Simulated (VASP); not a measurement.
Wanted: the native input for a VASP 6.6.1 run.

| Property | Result |
| --- | --- |
| Task | single point |
| Functional | PBE |
| Potentials or basis | VASP PAW PBE potentials, release 64 (Sn_d, O) |
| Cutoff | 520 eV |
| k mesh | 6 × 6 × 8 |
| Occupations | gaussian, width 0.05 eV |
| Spin | no spin polarisation |
| Dipole correction | no |
| Further INCAR settings | ALGO = Normal; EDIFF = 1e-06; NBANDS = 35 |

The structure of SnO2 lies in POSCAR:

```
SnO2
1.0
    4.8265176357      0.0000000000      0.0000000000
    0.0000000000      4.8283676035      0.0000000000
    0.0000000000      0.0000000000      3.2381666599
Sn O
2 4
Direct
    0.5188974421      0.5149196810      0.4943670467
   -0.0062852008     -0.0182587611     -0.0157972970
    0.2813217613      0.2986328601      0.0427925819
    0.7779428076      0.2004032651      0.5438313217
    0.2416688168      0.8011123038      0.4473877516
    0.6864543730      0.7031906511     -0.0125814050
```

This cell differs from its parent crystal: atoms moved at random.

One way to write it, as run:

INCAR

```
ALGO     = Normal         # electronic algorithm
EDIFF    = 1E-6           # SCF threshold, eV
ENCUT    = 520            # plane-wave cutoff, eV
GGA      = PE             # functional
ISIF     = 2              # what is computed and relaxed
ISMEAR   = 0              # smearing method
LASPH    = T              # aspherical terms in the spheres
LCHARG   = F              # write CHGCAR
LREAL    = F              # projectors in reciprocal space
LWAVE    = F              # write WAVECAR
NBANDS   = 35             # bands
NELM     = 80             # most SCF steps
PREC     = Accurate       # precision mode
SIGMA    = 0.05           # smearing width, eV
```

KPOINTS

```
k-points
0
Gamma
  6 6 8
```

Potentials or basis: VASP PAW PBE potentials, release 64 (Sn_d, O).

Run with:

```bash
$ cat potpaw_PBE.64/Sn_d/POTCAR potpaw_PBE.64/O/POTCAR > POTCAR
$ mpirun -np 1 vasp_std > vasp.out
```

Results of the run:

```yaml
Pressure: 4.0 GPa
Largest_force: 4.116 eV/Å
Band_gap_on_the_k_mesh: 0.22 eV (least direct gap 0.40 eV)
```

Caveat: the cell differs from its parent crystal (atoms moved at random); the cell stands under pressure; semilocal functionals underestimate gaps, and a narrow one can read as zero; spin-orbit coupling is left out, which moves the levels of the heavy elements; forces of over 1 eV/Å act on the atoms, so gaps and moduli don't describe the material at rest.

It took 3.7 min on 1 thread of Intel(R) Xeon(R) Platinum 8259CL CPU @ 2.50GHz (Skylake/Cascade Lake), on a shared host, peak memory 0.39 GiB.
